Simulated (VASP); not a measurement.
The system is BaS.

```
Ba S
1.0
     3.92999    0.00000    0.00000
     0.00000    3.92999    0.00000
     0.00000    0.00000    3.92999
Ba S
1 1
Direct
  0.00000 0.00000 0.00000
  0.50000 0.50000 0.50000
```

This cell differs from its parent crystal: strain +2.5%.

Base run:

| Item | Value |
| --- | --- |
| Program | VASP 6.6.1 |
| Functional | HSE06 |
| Potentials or basis | VASP PAW PBE potentials, release 64 (Ba_sv, S) |
| Cutoff | 520 eV |
| k mesh | 4 × 4 × 4 |
| Occupations | gaussian, width 0.01 eV |
| Spin | no spin polarisation |

Its results: band gap on the k mesh 2.44 eV (least direct gap 2.60 eV); pressure -2.7 GPa.

Problem. The run is repeated on the same cell with these changes: functional from HSE06 to r2SCAN; k mesh from 4 × 4 × 4 to 6 × 6 × 6. What comes out?

Solution. Band gap on the k mesh 1.91 eV (least direct gap 2.05 eV); pressure -2.4 GPa.

Several settings changed at once.

Caveats: the structure was generated, so it needn't be the stable form of BaS; the PAW data sets were made with another functional, which shifts forces and pressure a little; spin-orbit coupling is left out, which moves the levels of the heavy elements.

A k mesh can miss the band edges.
